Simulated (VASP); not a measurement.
# ScAl3 (Pm-3m) in VASP: a series of runs

ScAl3 is run at these levels: LDA, PBEsol, RPBE, revPBE; tasks: single point.

Program: VASP 6.6.1. These are calculated values, not measurements. Logs are shortened: lines on timing, memory, paths and dates and some standing lists are left out, and cuts for length are marked.

## 1. The cell of the first run

It takes space group Pm-3m (No. 221, cubic). Conventional cell: a = 4.032 Å, b = 4.032 Å, c = 4.032 Å, α = 90.00°, β = 90.00°, γ = 90.00°. Within 3.8 Å of Sc (site symmetry m-3m) lie 12 Al at 2.85 Å. Al (site symmetry 4/mmm) has 4 Sc at 2.85 Å and 8 Al at 2.85 Å within 3.8 Å.

## 2. Single point, LDA

INCAR

```
ALGO = Normal
EDIFF = 1E-6
ENCUT = 520
GGA = CA
ISIF = 2
ISMEAR = -1
LASPH = True
LCHARG = False
LREAL = False
LWAVE = False
NBANDS = 18
NELM = 80
PREC = Accurate
SIGMA = 0.05
```

KPOINTS

```
k-points
0
Gamma
  7 7 7
```

POSCAR

```
ScAl3
1.0
    4.0318236588      0.0000000000      0.0000000000
    0.0000000000      4.0318236588      0.0000000000
    0.0000000000      0.0000000000      4.0318236588
Sc Al
1 3
Direct
    0.0000000000      0.0000000000      0.0000000000
    0.5000000000      0.5000000000      0.0000000000
    0.0000000000      0.5000000000      0.5000000000
    0.5000000000      0.0000000000      0.5000000000
```

Potentials or basis: VASP PAW LDA potentials, release 64 (Sc_sv, Al).

Started as:

```bash
cat potpaw_LDA.64/Sc_sv/POTCAR potpaw_LDA.64/Al/POTCAR > POTCAR
mpirun -np 1 vasp_std > vasp.out
```

OUTCAR:

```text
EDIFF = 1E-6
   ENCUT = 520
   GGA = CA
   ISIF = 2
   ISMEAR = -1
   LASPH = True
   LREAL = False
   NELM = 80
   PREC = Accurate

 ion  position               nearest neighbor table
   1  0.000  0.000  0.000-   2 2.85   3 2.85   4 2.85   3 2.85   4 2.85   2 2.85   3 2.85   3 2.85
                             2 2.85   4 2.85   4 2.85   2 2.85
   2  0.500  0.500  0.000-   1 2.85   3 2.85   4 2.85   3 2.85   4 2.85   1 2.85   4 2.85   4 2.85
                             1 2.85   3 2.85   3 2.85   1 2.85
   3  0.000  0.500  0.500-   1 2.85   2 2.85   4 2.85   1 2.85   2 2.85   1 2.85   4 2.85   1 2.85
                             2 2.85   4 2.85   2 2.85   4 2.85
   4  0.500  0.000  0.500-   1 2.85   2 2.85   3 2.85   1 2.85   2 2.85   2 2.85   3 2.85   2 2.85
                             1 2.85   3 2.85   1 2.85   3 2.85

  LATTYP: Found a simple cubic cell.
 ALAT       =     4.0318236588

  Lattice vectors:

 A1 = (   4.0318236588,   0.0000000000,   0.0000000000)
 A2 = (   0.0000000000,   4.0318236588,   0.0000000000)
 A3 = (   0.0000000000,   0.0000000000,   4.0318236588)

Analysis of symmetry for initial positions (statically):
=====================================================================
 Subroutine PRICEL returns:
 Original cell was already a primitive cell.

 Routine SETGRP: Setting up the symmetry group for a
 simple cubic supercell.

 Subroutine GETGRP returns: Found 48 space group operations
 (whereof 48 operations were pure point group operations)
 out of a pool of 48 trial point group operations.

The static configuration has the point symmetry O_h .

Analysis of symmetry for dynamics (positions and initial velocities):
=====================================================================
 Subroutine PRICEL returns:
 Original cell was already a primitive cell.

 Routine SETGRP: Setting up the symmetry group for a
 simple cubic supercell.

 Subroutine GETGRP returns: Found 48 space group operations
 (whereof 48 operations were pure point group operations)
 out of a pool of 48 trial point group operations.

The dynamic configuration has the point symmetry O_h .

 Subroutine INISYM returns: Found 48 space group operations
 (whereof 48 operations are pure point group operations),
 and found     1 'primitive' translations

----------------------------------------------------------------------------------------

                                     Primitive cell

  volume of cell :      65.5397

  direct lattice vectors                    reciprocal lattice vectors
     4.031823659  0.000000000  0.000000000     0.248026721  0.000000000  0.000000000
     0.000000000  4.031823659  0.000000000     0.000000000  0.248026721  0.000000000
     0.000000000  0.000000000  4.031823659     0.000000000  0.000000000  0.248026721

  length of vectors
     4.031823659  4.031823659  4.031823659     0.248026721  0.248026721  0.248026721

  position of ions in fractional coordinates (direct lattice)
     0.000000000  0.000000000  0.000000000
     0.500000000  0.500000000  0.000000000
     0.000000000  0.500000000  0.500000000
     0.500000000  0.000000000  0.500000000

  ion indices of the primitive-cell ions
   primitive index   ion index
                 1           1
                 2           2
                 3           3
                 4           4

----------------------------------------------------------------------------------------

 KPOINTS: k-points

Automatic generation of k-mesh.
 Grid dimensions read from file:
 generate k-points for:    7    7    7

 Generating k-lattice:

  Cartesian coordinates                     Fractional coordinates (reciprocal lattice)
     0.035432389  0.000000000  0.000000000     0.142857143  0.000000000  0.000000000
     0.000000000  0.035432389  0.000000000     0.000000000  0.142857143  0.000000000
     0.000000000  0.000000000  0.035432389     0.000000000  0.000000000  0.142857143

  Length of vectors
     0.035432389  0.035432389  0.035432389

  Shift w.r.t. Gamma in fractional coordinates (k-lattice)
     0.000000000  0.000000000  0.000000000

 Subroutine IBZKPT returns following result:
 ===========================================

 Found     20 irreducible k-points:

 Following reciprocal coordinates:
            Coordinates               Weight
  0.000000  0.000000  0.000000      1.000000
  0.142857  0.000000  0.000000      6.000000
  0.285714  0.000000  0.000000      6.000000
  0.428571  0.000000  0.000000      6.000000
  0.142857  0.142857  0.000000     12.000000
  0.285714  0.142857  0.000000     24.000000
[... 12 lines left out ...]
  0.428571  0.428571  0.285714     24.000000
  0.428571  0.428571  0.428571      8.000000
   k-points           NKPTS =     20   k-points in BZ     NKDIM =     20   number of bands    NBANDS=     18
   number of dos      NEDOS =    301   number of ions     NIONS =      4
   total plane-waves  NPLWV =  27000
   dimension x,y,z NGX =    30 NGY =   30 NGZ =   30
   dimension x,y,z NGXF=    60 NGYF=   60 NGZF=   60
   ions per type =               1   3
   NGX,Y,Z   is equivalent  to a cutoff of  12.37, 12.37, 12.37 a.u.
   NGXF,Y,Z  is equivalent  to a cutoff of  24.74, 24.74, 24.74 a.u.
 SYSTEM =  unknown system
   PREC   = accura    normal or accurate (medium, high low for compatibility)
   ISTART =      0    job   : 0-new  1-cont  2-samecut
   ICHARG =      2    charge: 1-file 2-atom 10-const
   ISPIN  =      1    spin polarized calculation?
   LNONCOLLINEAR =      F non collinear calculations
   LSORBIT =      F    spin-orbit coupling
   LASPH  =      T    aspherical Exc in radial PAW
   ENCUT  =  520.0 eV  38.22 Ry    6.18 a.u.   7.50  7.50  7.50*2*pi/ulx,y,z
   NELM   =     80;   NELMIN=  2; NELMDL= -5     # of ELM steps
   EDIFF  = 0.1E-05   stopping-criterion for ELM
   LREAL  =      F    real-space projection
   EDIFFG = 0.1E-04   stopping-criterion for IOM
   NSW    =      0    number of steps for IOM
   IBRION =     -1    ionic relax: 0-MD 1-quasi-New 2-CG
   NFREE  =      0    steps in history (QN), initial steepest desc. (CG)
   ISIF   =      2    stress and relaxation
   ISYM   =      2    0-nonsym 1-usesym 2-fastsym
   POTIM  = 0.5000    time-step for ionic-motion
   TEBEG  =    0.0;   TEEND  =   0.0 temperature during run
   PSTRESS=    0.0 pullay stress
   NELECT =      20.0000    total number of electrons
   NUPDOWN=      -1.0000    fix difference up-down
   EMIN   =  10.00;   EMAX   =-10.00  energy-range for DOS
   EFERMI =   0.00;   METHOD = LEGACY
   ISMEAR =    -1;   SIGMA  =   0.05  broadening in eV -4-tet -1-fermi 0-gaus
   EFERMI_NEDOS =   21; number of points for ismear=-14 and -15
   IALGO  =     38    algorithm
   IMIX   =      4    mixing-type and parameters
     AMIX     =   0.40;   BMIX     =  1.00
     AMIX_MAG =   1.60;   BMIX_MAG =  1.00
  volume/ion in A,a.u.               =      16.38       110.57
  Fermi-wavevector in a.u.,A,eV,Ry     =   1.102174  2.082806 16.528173  1.214786
  Thomas-Fermi vector in A             =   2.238612
   LORBIT       =      0    0 simple, 1 ext, 2 COOP (PROOUT), +10 PAW based schemes
   GGA     = CA    functional components
   LHFCALC =     F    Hartree Fock is set to
   AEXX    =    0.0000 exact exchange contribution
   IVDW    =     0    specifies the selected vdW correction
   LEPSILON=     F    determine dielectric tensor
   LRPA    =     F    only Hartree local field effects (RPA)
 non-spin polarized calculation
  energy-cutoff  :      520.00
  volume of cell :       65.54
 maximum number of plane-waves:      1791
 NGX is ok and might be reduce to    30
   NGX = 15   NGY = 15   NGZ = 15

 number of electron      20.0000004 magnetization

 Free energy of the ion-electron system (eV)
  ---------------------------------------------------
  ext. energy  EPLUGINS =         0.00000000
  ---------------------------------------------------
  free energy    TOTEN  =       -21.29653073 eV

  energy without entropy =      -21.28367827  energy(sigma->0) =      -21.29010450

 E-fermi :   7.3238     XC(G=0): -10.7711

 val. band max:        7.2627145849   @ k =   0.4286   0.4286   0.1429
 cond. band min:       7.3436133566   @ k =   0.2857   0.0000   0.0000
 fundamental gap:      0.0808987717
 Fermi energy:         7.3237779358

 k-point     1 :       0.0000    0.0000    0.0000
  band No.  band energies     occupation
      1     -40.8221      2.00000
      2     -19.8868      2.00000
      3     -19.8868      2.00000
      4     -19.8868      2.00000
      5      -2.7674      2.00000
      6       4.7432      2.00000
[... 10 lines left out ...]
     17      12.8970      0.00000
     18      12.8970      0.00000

 k-point     2 :       0.1429    0.0000    0.0000
  band No.  band energies     occupation
      1     -40.8217      2.00000
      2     -19.8946      2.00000
      3     -19.8862      2.00000
      4     -19.8862      2.00000
      5      -2.5734      2.00000
      6       3.5072      2.00000
[... 10 lines left out ...]
     17      12.9867      0.00000
     18      12.9867      0.00000

 k-point     3 :       0.2857    0.0000    0.0000
  band No.  band energies     occupation
      1     -40.8210      2.00000
      2     -19.9120      2.00000
      3     -19.8848      2.00000
      4     -19.8848      2.00000
      5      -2.0051      2.00000
      6       1.8383      2.00000
[... 10 lines left out ...]
     17      12.3599      0.00000
     18      13.6060      0.00000

 k-point     4 :       0.4286    0.0000    0.0000
  band No.  band energies     occupation
      1     -40.8204      2.00000
      2     -19.9259      2.00000
      3     -19.8838      2.00000
      4     -19.8838      2.00000
      5      -1.1389      2.00000
      6       0.3811      2.00000
[... 291 lines left out ...]
      4     -19.9039      2.00000
      5       0.1390      2.00000
      6       1.7023      2.00000
[... 10 lines left out ...]
     17      12.6181      0.00000
     18      13.7948      0.00000

 k-point    19 :       0.4286    0.4286    0.2857
  band No.  band energies     occupation
      1     -40.8178      2.00000
      2     -19.9172      2.00000
      3     -19.9169      2.00000
      4     -19.9029      2.00000
      5       0.8355      2.00000
      6       2.2371      2.00000
[... 10 lines left out ...]
     17      11.8202      0.00000
     18      14.8728      0.00000

 k-point    20 :       0.4286    0.4286    0.4286
  band No.  band energies     occupation
      1     -40.8173      2.00000
      2     -19.9154      2.00000
      3     -19.9150      2.00000
      4     -19.9150      2.00000
      5       1.5685      2.00000
      6       2.5794      2.00000
[... 10 lines left out ...]
     17      11.6645      0.00000
     18      17.0152      0.00000

------------------------ aborting loop because EDIFF is reached ----------------------------------------

  FORCE on cell =-STRESS in cart. coord.  units (eV):
  Direction    XX          YY          ZZ          XY          YZ          ZX
  --------------------------------------------------------------------------------------
  -------------------------------------------------------------------------------------
  Total        0.0500085      0.0500085      0.0500085      0.0000000     -0.0000000     -0.0000000
  in kB        1.2225030      1.2225030      1.2225030      0.0000000     -0.0000000     -0.0000000
  external PRESSURE =       1.2225030 kB  Pullay stress =       0.0000000 kB

 VOLUME and BASIS-vectors are now :
 -----------------------------------------------------------------------------
  energy-cutoff  :      520.00
  volume of cell :       65.54
      direct lattice vectors                 reciprocal lattice vectors
     4.031823659  0.000000000  0.000000000     0.248026721  0.000000000  0.000000000
     0.000000000  4.031823659  0.000000000     0.000000000  0.248026721  0.000000000
     0.000000000  0.000000000  4.031823659     0.000000000  0.000000000  0.248026721

 POSITION                                       TOTAL-FORCE (eV/Angst)
 -----------------------------------------------------------------------------------
      0.00000      0.00000      0.00000         0.000000      0.000000      0.000000
      2.01591      2.01591      0.00000         0.000000      0.000000      0.000000
      0.00000      2.01591      2.01591         0.000000      0.000000      0.000000
      2.01591      0.00000      2.01591         0.000000      0.000000      0.000000
 -----------------------------------------------------------------------------------
    total drift:                                0.000000     -0.000000      0.000000

  FREE ENERGIE OF THE ION-ELECTRON SYSTEM (eV)
  ---------------------------------------------------
  free  energy   TOTEN  =       -21.2965307314 eV

  energy  without entropy=      -21.2836782671  energy(sigma->0) =      -21.29010450
```

Run time: 25 s. Hardware: 1 thread of Intel Xeon 8259CL, shared host; peak memory 0.16 GiB.

What came out:

```yaml
Free_energy: -21.2965 eV
Pressure: 0.1 GPa
Band_gap_on_the_k_mesh: zero (bands 10 and 11 overlap by 3.73 eV)
```

## 3. Single point, PBEsol

This run uses another cell than the first one, of 16.87 Å³/atom.

INCAR

```
SYSTEM = ScAl3
PREC = Accurate
ENCUT = 520
EDIFF = 1E-6
ISMEAR = -1
SIGMA = 0.05
LREAL = .FALSE.
LASPH = .TRUE.
NELM = 100
ALGO = Normal
ISIF = 2
LWAVE = .FALSE.
LCHARG = .FALSE.
GGA = PS
NBANDS = 18
```

KPOINTS

```
Automatic mesh
0
G
  7 7 7
  0 0 0
```

POSCAR

```
ScAl3
1.0
    4.0712713939      0.0000000000      0.0000000000
    0.0000000000      4.0712713939      0.0000000000
    0.0000000000      0.0000000000      4.0712713939
Sc Al
1 3
Direct
    0.0000000000      0.0000000000      0.0000000000
    0.5000000000      0.5000000000      0.0000000000
    0.0000000000      0.5000000000      0.5000000000
    0.5000000000      0.0000000000      0.5000000000
```

Potentials or basis: VASP PAW PBE potentials, release 64 (Sc_sv, Al).

Started as:

```bash
cat potpaw_PBE.64/Sc_sv/POTCAR potpaw_PBE.64/Al/POTCAR > POTCAR
mpirun -np 1 vasp_std > vasp.out
```

Wall time 39 s (1 thread of Intel Xeon 8259CL, shared host); peak memory 0.17 GiB.

Results (log left out):

- Free energy: -20.7710 eV
- Pressure: 0.1 GPa
- Band gap on the k mesh: zero (bands 10 and 11 overlap by 3.68 eV)

Levels at points of the mesh, in eV from the Fermi level:
| k point | band 6 | band 7 | band 8 | band 9 | band 10 | band 11 | band 12 | band 13 | band 14 | band 15 |
| --- | --- | --- | --- | --- | --- | --- | --- | --- | --- | --- |
| (0.00, 0.00, 0.00) | -2.54 | -2.54 | -1.71 | -1.71 | -1.71 | 1.33 | 1.39 | 1.39 | 1.39 | 4.98 |

Caveat: the PAW data sets were made with another functional, which shifts forces and pressure a little.

(Continued in part 2 of 2.)
